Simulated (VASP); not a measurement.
Input of a VASP 6.6.1 run:

Contents of INCAR:

```
PREC = Accurate
ENCUT = 520
EDIFF = 1E-6
ISMEAR = 0
SIGMA = 0.05
LREAL = F
LASPH = T
NELM = 80
ALGO = Normal
ISIF = 2
LWAVE = F
LCHARG = F
NBANDS = 17
```

Contents of KPOINTS:

```
Automatic mesh
0
Gamma
  8 8 8
```

The input POSCAR:

```
SnSe
1.0
    0.0000000000      2.9466477701      2.9466477701
    2.9466477701      0.0000000000      2.9466477701
    2.9466477701      2.9466477701      0.0000000000
Sn Se
1 1
Direct
    0.0239969904      0.0000000000      0.0000000000
    0.5000000000      0.5000000000      0.5000000000
```

Potentials or basis: VASP PAW LDA potentials, release 64 (Sn_d, Se).

Run with:

```console
$ cat potpaw_LDA.64/Sn_d/POTCAR potpaw_LDA.64/Se/POTCAR > POTCAR
$ mpirun -np 1 vasp_std > vasp.out
```

Question: Estimate the band gap on the k mesh.

Answer: 0.76 eV, indirect (least direct gap 0.88 eV).

Question: Predict the largest force.

Answer: 0.059 eV/Å.

Question: What does it give for the pressure?

Answer: 0.3 GPa.

Stress tensor (GPa, compression positive):
```
0.18 0.00 0.00
0.00 0.35 0.06
0.00 0.06 0.35
```

Caveat: the cell differs from its parent crystal (all Sn atoms moved -0.100 Å, as atom 1 towards its neighbour atom 1 (Sn) at 4.167 Å); spin-orbit coupling is left out, which moves the levels of the heavy elements. A k mesh can miss the band edges.
